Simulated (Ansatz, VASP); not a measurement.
**One calculation of Ru, two programs**

```
CELL_PARAMETERS angstrom
2.78803 0.00000 0.00000
-1.39401 2.41450 0.00000
0.00000 0.00000 4.18935
ATOMIC_POSITIONS crystal
Ru 0.33333 0.66667 0.25000
Ru 0.66667 0.33333 0.75000
```

Change from the starting cell: strain +0.025 along x and y, -0.025 along z, atoms carried along.

Alike in both runs: task single point; functional PBE; k mesh 24 × 24 × 14; occupations gaussian, width 0.15 eV; no spin polarisation.

```csv
,VASP,Ansatz
version,VASP 6.6.1,Ansatz 0.2.0
potentials or method,"VASP PAW PBE potentials, release 64 (Ru_pv), cutoff 520 eV","scalar-relativistic, plane waves, PAW"
valence electrons in the cell,28,32
```

|  | VASP | Ansatz | Ansatz less VASP |
| --- | --- | --- | --- |
| gap on the k mesh at the Fermi level (eV) | none | none | - |
| pressure (GPa) | -5.7 | -5.6 | +0.11 |
| traceless stress, the component that is largest in VASP (GPa) | 12.49 | 12.49 | +0.006 |

A gap of «none» marks a metal or a gap that the smearing closes. VASP's potentials hold 28 valence electrons a cell and Ansatz's 32, so a difference there can come from the potentials and not from the codes.
